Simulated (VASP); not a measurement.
Wanted: the native input for a VASP 6.6.1 run.

```yaml
Task: single point
Functional: revPBE
Potentials_or_basis: VASP PAW PBE potentials, release 64 (Zr_sv)
Cutoff: 520 eV
k_mesh: 18 × 18 × 10
Occupations: fermi-dirac, width 0.05 eV
Spin: collinear spin
Starting_moments: "[1.0, 1.0] μB"
Dipole_correction: no
Further_INCAR_settings: ALGO = Normal; EDIFF = 1e-06; NBANDS = 23
```

The structure of Zr lies in POSCAR:

```
Zr
1.0
    3.1178096319      0.0000000000      0.0000000000
   -1.5589048159      2.7001023454      0.0000000000
    0.0000000000      0.0000000000      4.9727963025
Zr
2
Direct
    0.3333333333      0.6666666667      0.2500000000
    0.6666666667      0.3333333333      0.7500000000
```

One way to write it, as run:

INCAR

```
  PREC = Accurate
  ENCUT = 520
  EDIFF = 1E-6
  ISMEAR = -1
  SIGMA = 0.05
  LREAL = F
  LASPH = T
  NELM = 150
  ALGO = Normal
  ISIF = 2
  LWAVE = F
  LCHARG = F
  ISPIN = 2
  MAGMOM = 1 1
  LORBIT = 11
  LMAXMIX = 4
  GGA = RE
  NBANDS = 23
```

KPOINTS

```
regular mesh
0
Gamma
  18 18 10
```

Potentials or basis: VASP PAW PBE potentials, release 64 (Zr_sv).

Launch:

```bash
$ cat potpaw_PBE.64/Zr_sv/POTCAR > POTCAR
$ mpirun -np 1 vasp_std > vasp.out
```

Results of the run:

| Item | Value |
| --- | --- |
| Pressure | 14.3 GPa |
| Band gap on the k mesh | zero (filled and empty bands overlap) |
| Net moment | 0.00 μB per cell |
| Valence electrons inside the program's atomic spheres | Zr 9.96 |

Caveat: the cell stands under pressure; the PAW data sets were made with another functional, which shifts forces and pressure a little.

It took 2 min on 1 thread of Intel(R) Xeon(R) Platinum 8559C (Emerald Rapids) (shared host), peak memory 0.39 GiB.
